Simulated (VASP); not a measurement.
# WC (P-6m2) in VASP: a series of runs, part 2 of 2

VASP 6.6.1. The steps go on from the part before.

## (3) Single point, B3LYP

This run uses another cell than the first one, of 11.00 Å³/atom.

The input, POSCAR:

```
WC
1.0
    2.9635046684      0.0000000000      0.0000000000
   -1.4817523342      2.5664703270      0.0000000000
    0.0000000000      0.0000000000      2.8922337321
W C
1 1
Direct
    0.0000000000      0.0000000000      0.0000000000
    0.6666666667      0.3333333333      0.5000000000
```

The input, INCAR.step1:

```
SYSTEM = WC
ALGO     = Normal         ! electronic algorithm
EDIFF    = 1E-5           ! SCF threshold, eV
ENCUT    = 520            ! plane-wave cutoff, eV
GGA      = PE             ! functional
ISIF     = 2              ! what is computed and relaxed
ISMEAR   = -1             ! smearing method
LASPH    = .True.         ! aspherical terms in the spheres
LREAL    = .False.        ! projectors in reciprocal space
LWAVE    = .True.         ! write WAVECAR
NBANDS   = 16             ! bands
NELM     = 80             ! most SCF steps
PREC     = Accurate       ! precision mode
SIGMA    = 0.05           ! smearing width, eV
```

The input, INCAR.step2:

```
SYSTEM = WC
AEXX     = 0.2            ! exact-exchange fraction
AGGAC    = 0.81         
AGGAX    = 0.72         
ALDAC    = 0.19         
ALGO     = Normal         ! electronic algorithm
EDIFF    = 1E-6           ! SCF threshold, eV
ENCUT    = 520            ! plane-wave cutoff, eV
GGA      = B3             ! functional
ISIF     = 2              ! what is computed and relaxed
ISMEAR   = -1             ! smearing method
ISTART   = 1            
LASPH    = .True.         ! aspherical terms in the spheres
LCHARG   = .True.         ! write CHGCAR
LELF     = .True.         ! ELF
LHFCALC  = .True.         ! exact exchange
LREAL    = .False.        ! projectors in reciprocal space
LVHAR    = .True.       
LWAVE    = .False.        ! write WAVECAR
NBANDS   = 16             ! bands
NELM     = 80             ! most SCF steps
PREC     = Accurate       ! precision mode
PRECFOCK = Normal       
SIGMA    = 0.05           ! smearing width, eV
```

The input, KPOINTS:

```
k-points
0
Gamma
  5 5 5
  0 0 0
```

Potentials or basis: VASP PAW PBE potentials, release 64 (W_sv, C).

Launch:

```sh
$ cat potpaw_PBE.64/W_sv/POTCAR potpaw_PBE.64/C/POTCAR > POTCAR
$ cp INCAR.step1 INCAR
$ mpirun -np 1 vasp_std > vasp.out
$ cp INCAR.step2 INCAR
$ mpirun -np 1 vasp_std > vasp.out
```

OUTCAR:

```text
SYSTEM = WC
   AEXX = 0.2
   EDIFF = 1E-6
   ENCUT = 520
   GGA = B3
   ISIF = 2
   ISMEAR = -1
   ISTART = 1
   LASPH = .True.
   LHFCALC = .True.
   LREAL = .False.
   NELM = 80
   PREC = Accurate
   PRECFOCK = Normal

 ion  position               nearest neighbor table
   1  0.000  0.000  0.000-   2 2.24   2 2.24   2 2.24   2 2.24   2 2.24   2 2.24
   2  0.667  0.333  0.500-   1 2.24   1 2.24   1 2.24   1 2.24   1 2.24   1 2.24

  LATTYP: Found a hexagonal cell.
 ALAT       =     2.9635046684
 C/A-ratio  =     0.9759504559

  Lattice vectors:

 A1 = (   2.9635046684,   0.0000000000,   0.0000000000)
 A2 = (  -1.4817523342,   2.5664703270,   0.0000000000)
 A3 = (   0.0000000000,   0.0000000000,   2.8922337321)

Analysis of symmetry for initial positions (statically):
=====================================================================
 Subroutine PRICEL returns:
 Original cell was already a primitive cell.

 Routine SETGRP: Setting up the symmetry group for a
 hexagonal supercell.
[... 161 lines left out ...]
  free energy    TOTEN  =       -24.47449659 eV

  energy without entropy =      -24.47449506  energy(sigma->0) =      -24.47449583

 E-fermi :  10.6490     XC(G=0): -10.6866

 val. band max:       10.1213309731   @ k =   0.0000   0.0000   0.0000
 cond. band min:      11.1559259889   @ k =   0.0000   0.0000   0.2000
 fundamental gap:      1.0345950158
 Fermi energy:        10.6489870469

 k-point     1 :       0.0000    0.0000    0.0000
  band No.  band energies     occupation
      1     -67.1435      2.00000
      2     -30.1354      2.00000
      3     -30.0195      2.00000
      4     -30.0195      2.00000
      5      -5.2385      2.00000
      6       5.6392      2.00000
[... 262 lines left out ...]
      3     -30.5926      2.00000
      4     -30.2875      2.00000
      5      -1.7915      2.00000
      6       3.2570      2.00000
[... 8 lines left out ...]
     15      23.8090      0.00000
     16      25.2607      0.00000

------------------------ aborting loop because EDIFF is reached ----------------------------------------

  FORCE on cell =-STRESS in cart. coord.  units (eV):
  Direction    XX          YY          ZZ          XY          YZ          ZX
  --------------------------------------------------------------------------------------
  -------------------------------------------------------------------------------------
  Total       -1.3053672     -1.3053672     -2.4016866      0.0000000      0.0000000      0.0000000
  in kB      -95.0753734    -95.0753734   -174.9249122      0.0000000      0.0000000      0.0000000
  external PRESSURE =    -121.6918863 kB  Pullay stress =       0.0000000 kB

 VOLUME and BASIS-vectors are now :
 -----------------------------------------------------------------------------
  energy-cutoff  :      520.00
  volume of cell :       22.00
      direct lattice vectors                 reciprocal lattice vectors
     2.963504668  0.000000000  0.000000000     0.337438308  0.194820098  0.000000000
    -1.481752334  2.566470327  0.000000000     0.000000000  0.389640196  0.000000000
     0.000000000  0.000000000  2.892233732     0.000000000  0.000000000  0.345753522

 POSITION                                       TOTAL-FORCE (eV/Angst)
 -----------------------------------------------------------------------------------
      0.00000      0.00000      0.00000        -0.000000      0.000000      0.000000
      1.48175      0.85549      1.44612         0.000000      0.000000      0.000000
 -----------------------------------------------------------------------------------
    total drift:                               -0.000004      0.000004      0.000000

  FREE ENERGIE OF THE ION-ELECTRON SYSTEM (eV)
  ---------------------------------------------------
  free  energy   TOTEN  =       -24.4744965873 eV

  energy  without entropy=      -24.4744950635  energy(sigma->0) =      -24.47449583
```

OUTCAR.step1:

```text
SYSTEM = WC
   EDIFF = 1E-5
   ENCUT = 520
   GGA = PE
   ISIF = 2
   ISMEAR = -1
   LASPH = .True.
[... 495 lines left out ...]
      0.00000      0.00000      0.00000        -0.000000      0.000000      0.000000
      1.48175      0.85549      1.44612         0.000000      0.000000      0.000000
 -----------------------------------------------------------------------------------
    total drift:                               -0.000000      0.000000      0.000000

  FREE ENERGIE OF THE ION-ELECTRON SYSTEM (eV)
  ---------------------------------------------------
  free  energy   TOTEN  =       -22.3988574476 eV

  energy  without entropy=      -22.3981292952  energy(sigma->0) =      -22.39849337
```

OSZICAR.step1:

```text
N       E                     dE             d eps       ncg     rms          rms(c)
DAV:   1     0.111973078997E+03    0.11197E+03   -0.93526E+03   480   0.123E+03
DAV:   2    -0.222394567323E+02   -0.13421E+03   -0.13023E+03   560   0.340E+02
DAV:   3    -0.255046448108E+02   -0.32652E+01   -0.32549E+01   512   0.501E+01
DAV:   4    -0.255228668575E+02   -0.18222E-01   -0.18221E-01   616   0.420E+00
DAV:   5    -0.255230061519E+02   -0.13929E-03   -0.13929E-03   552   0.352E-01    0.289E+01
DAV:   6    -0.225001402634E+02    0.30229E+01   -0.57964E+00   568   0.259E+01    0.696E+00
DAV:   7    -0.224296672806E+02    0.70473E-01   -0.53824E-01   496   0.539E+00    0.539E+00
DAV:   8    -0.224002202900E+02    0.29447E-01   -0.86363E-02   544   0.251E+00    0.971E-01
DAV:   9    -0.223989580775E+02    0.12622E-02   -0.38030E-03   504   0.497E-01    0.140E-01
DAV:  10    -0.223988574433E+02    0.10063E-03   -0.35337E-04   576   0.207E-01    0.608E-02
DAV:  11    -0.223988574476E+02   -0.42724E-08   -0.95201E-06   400   0.299E-02
   1 F= -.22398857E+02 E0= -.22398493E+02  d E =-.728152E-03
```

Run time: 18 min. Hardware: 1 thread of Intel Xeon 8259CL, shared host; peak memory 0.16 GiB.

What came out:

| Item | Value |
| --- | --- |
| Free energy | -24.4745 eV |
| Pressure | -12.2 GPa |
| Band gap on the k mesh | zero (bands 9 and 10 overlap by 1.38 eV) |

Caveat: the k points lie up to 0.49 Å⁻¹ apart, too coarse for converged energies and pressures of a metal; the PAW data sets were made with another functional, which shifts forces and pressure a little; spin-orbit coupling is left out, which moves the levels of the heavy elements.

## (4) Single point, revPBE

This run uses another cell than the first one, of 10.58 Å³/atom.

The input, INCAR:

```
SYSTEM = WC
ALGO = Normal ; EDIFF = 1E-6
ENCUT = 1300 ; GGA = RE
GGA_COMPAT = .FALSE. ; ISIF = 2
ISMEAR = -1 ; LASPH = .TRUE.
LCHARG = .FALSE. ; LREAL = .FALSE.
LWAVE = .FALSE. ; NBANDS = 16
NELM = 120 ; PREC = Accurate
SIGMA = 0.05
```

The input, KPOINTS:

```
k-points
0
G
  10 10 9
  0 0 0
```

The input, POSCAR:

```
WC
1.0
    2.9257489053      0.0000000000      0.0000000000
   -1.4628744527      2.5337728771      0.0000000000
    0.0000000000      0.0000000000      2.8553859779
W C
1 1
Direct
    0.0000000000      0.0000000000      0.0000000000
    0.6666666667      0.3333333333      0.5000000000
```

Potentials or basis: VASP PAW PBE potentials, release 64 (W_sv, C_h).

Launch:

```sh
$ cat potpaw_PBE.64/W_sv/POTCAR potpaw_PBE.64/C_h/POTCAR > POTCAR
$ mpirun -np 1 vasp_std > vasp.out
```

OUTCAR:

```text
SYSTEM = WC
   EDIFF = 1E-6
   ENCUT = 1300
   GGA = RE
   ISIF = 2
   ISMEAR = -1
   LASPH = .TRUE.
   LREAL = .FALSE.
   NELM = 120
   PREC = Accurate

 ion  position               nearest neighbor table
   1  0.000  0.000  0.000-   2 2.21   2 2.21   2 2.21   2 2.21   2 2.21   2 2.21
   2  0.667  0.333  0.500-   1 2.21   1 2.21   1 2.21   1 2.21   1 2.21   1 2.21

  LATTYP: Found a hexagonal cell.
 ALAT       =     2.9257489053
 C/A-ratio  =     0.9759504559

  Lattice vectors:

 A1 = (   2.9257489053,   0.0000000000,   0.0000000000)
 A2 = (  -1.4628744527,   2.5337728771,   0.0000000000)
 A3 = (   0.0000000000,   0.0000000000,   2.8553859779)

Analysis of symmetry for initial positions (statically):
=====================================================================
 Subroutine PRICEL returns:
 Original cell was already a primitive cell.

 Routine SETGRP: Setting up the symmetry group for a
 hexagonal supercell.

 Subroutine GETGRP returns: Found 12 space group operations
 (whereof 12 operations were pure point group operations)
 out of a pool of 24 trial point group operations.

The static configuration has the point symmetry D_3h.

Analysis of symmetry for dynamics (positions and initial velocities):
=====================================================================
 Subroutine PRICEL returns:
 Original cell was already a primitive cell.

 Routine SETGRP: Setting up the symmetry group for a
 hexagonal supercell.

 Subroutine GETGRP returns: Found 12 space group operations
 (whereof 12 operations were pure point group operations)
 out of a pool of 24 trial point group operations.

The dynamic configuration has the point symmetry D_3h.

 Subroutine INISYM returns: Found 12 space group operations
 (whereof 12 operations are pure point group operations),
 and found     1 'primitive' translations

----------------------------------------------------------------------------------------

[... 110 lines left out ...]
   IMIX   =      4    mixing-type and parameters
     AMIX     =   0.40;   BMIX     =  1.00
     AMIX_MAG =   1.60;   BMIX_MAG =  1.00
  volume/ion in A,a.u.               =      10.58        71.42
  Fermi-wavevector in a.u.,A,eV,Ry     =   1.550991  2.930947 32.729789  2.405572
  Thomas-Fermi vector in A             =   2.655574
   LORBIT       =      0    0 simple, 1 ext, 2 COOP (PROOUT), +10 PAW based schemes
   GGA     = RE    functional components
   LHFCALC =     F    Hartree Fock is set to
   AEXX    =    0.0000 exact exchange contribution
   IVDW    =     0    specifies the selected vdW correction
   LEPSILON=     F    determine dielectric tensor
   LRPA    =     F    only Hartree local field effects (RPA)
 non-spin polarized calculation
  energy-cutoff  :     1300.00
  volume of cell :       21.17
 maximum number of plane-waves:      2284
 NGX is ok and might be reduce to    36
   NGX = 17   NGY = 17   NGZ = 17

 number of electron      18.0000000 magnetization

 Free energy of the ion-electron system (eV)
  ---------------------------------------------------
  ext. energy  EPLUGINS =         0.00000000
  ---------------------------------------------------
  free energy    TOTEN  =       -21.60713714 eV

  energy without entropy =      -21.60521789  energy(sigma->0) =      -21.60617752

 E-fermi :  11.1971     XC(G=0): -13.6887

 val. band max:       11.1151140148   @ k =   0.0000   0.0000   0.3333
 cond. band min:      11.2157139063   @ k =   0.1000   0.0000   0.3333
 fundamental gap:      0.1005998914
 Fermi energy:        11.1970794896

 k-point     1 :       0.0000    0.0000    0.0000
  band No.  band energies     occupation
      1     -62.8758      2.00000
      2     -26.8554      2.00000
      3     -26.7569      2.00000
      4     -26.7569      2.00000
      5      -3.1463      2.00000
      6       6.9894      2.00000
[... 433 lines left out ...]
      3     -26.9673      2.00000
      4     -26.8299      2.00000
      5       0.2078      2.00000
      6       4.3959      2.00000
[... 8 lines left out ...]
     15      24.3424      0.00000
     16      28.4063      0.00000

 [... further k-points ...]

------------------------ aborting loop because EDIFF is reached ----------------------------------------

  FORCE on cell =-STRESS in cart. coord.  units (eV):
  Direction    XX          YY          ZZ          XY          YZ          ZX
  --------------------------------------------------------------------------------------
  -------------------------------------------------------------------------------------
  Total        0.3053021      0.3053021      0.1166266     -0.0000000      0.0000000      0.0000000
  in kB       23.1084511     23.1084511      8.8275172     -0.0000000      0.0000000      0.0000000
  external PRESSURE =      18.3481398 kB  Pullay stress =       0.0000000 kB

 VOLUME and BASIS-vectors are now :
 -----------------------------------------------------------------------------
  energy-cutoff  :     1300.00
  volume of cell :       21.17
      direct lattice vectors                 reciprocal lattice vectors
     2.925748905  0.000000000  0.000000000     0.341792831  0.197334183  0.000000000
    -1.462874453  2.533772877  0.000000000     0.000000000  0.394668366  0.000000000
     0.000000000  0.000000000  2.855385978     0.000000000  0.000000000  0.350215350

 POSITION                                       TOTAL-FORCE (eV/Angst)
 -----------------------------------------------------------------------------------
      0.00000      0.00000      0.00000        -0.000000      0.000000      0.000000
      1.46287      0.84459      1.42769         0.000000      0.000000      0.000000
 -----------------------------------------------------------------------------------
    total drift:                               -0.000000      0.000000      0.000000

  FREE ENERGIE OF THE ION-ELECTRON SYSTEM (eV)
  ---------------------------------------------------
  free  energy   TOTEN  =       -21.6071371424 eV

  energy  without entropy=      -21.6052178932  energy(sigma->0) =      -21.60617752
```

stdout:

```text
POSCAR found type information on POSCAR W C
 POSCAR found :  2 types and       2 ions
 scaLAPACK will be used
 -----------------------------------------------------------------------------
|                                                                             |
|                                                                             |
|     You enforced a specific xc type in the INCAR file but a different       |
|     I HOPE YOU KNOW WHAT YOU ARE DOING!                                     |
|                                                                             |
 -----------------------------------------------------------------------------

 LDA part: xc-table for (Slater+PW92), standard interpolation
 POSCAR, INCAR and KPOINTS ok, starting setup
 FFT: planning ... GRIDC
 FFT: planning ... GRID_SOFT
 FFT: planning ... GRID
 WAVECAR not read
 entering main loop
```

Run time: 52 s. Hardware: 1 thread of Intel Xeon Platinum 8259CL at 2.50GHz (Skylake/Cascade Lake), shared host; peak memory 0.28 GiB.

What came out:

* Free energy: -21.6071 eV
* Pressure: 1.8 GPa
* Band gap on the k mesh: zero (bands 9 and 10 overlap by 1.16 eV)

Caveat: the PAW data sets were made with another functional, which shifts forces and pressure a little; spin-orbit coupling is left out, which moves the levels of the heavy elements.

## (5) Summary

| level | potentials or basis | cell | k mesh | cutoff (eV) | grid for exact exchange (PRECFOCK) | share of exact exchange | gap on the mesh (eV) | pressure (GPa) |
| --- | --- | --- | --- | --- | --- | --- | --- | --- |
| B3LYP | VASP PAW PBE potentials, release 64 (W_sv, C) | a = 2.945, b = 2.945, c = 2.874 Å, angles 90.0, 90.0, 120.0°, 2 atoms | 5 × 5 × 5 | 520 | Normal | 0.2 | none | -5.4 |
| B3LYP | VASP PAW PBE potentials, release 64 (W_sv, C) | a = 2.964, b = 2.964, c = 2.892 Å, angles 90.0, 90.0, 120.0°, 2 atoms | 5 × 5 × 5 | 520 | Normal | 0.2 | none | -12.2 |
| revPBE | VASP PAW PBE potentials, release 64 (W_sv, C_h) | a = 2.926, b = 2.926, c = 2.855 Å, angles 90.0, 90.0, 120.0°, 2 atoms | 10 × 10 × 9 | 1300 | - | - | none | 1.8 |

Alike in all rows: task single point; no spin polarisation; smearing fermi-dirac 0.05 eV.

Caveats: some runs use coarse meshes; the PAW data sets were made with another functional, which shifts forces and pressure a little; spin-orbit coupling is left out, which moves the levels of the heavy elements.

Total energies depend on the potentials used, so only differences within one code and one set of settings carry meaning.

The gap in the log of VASP goes by the Fermi energy; the results here count the filled bands.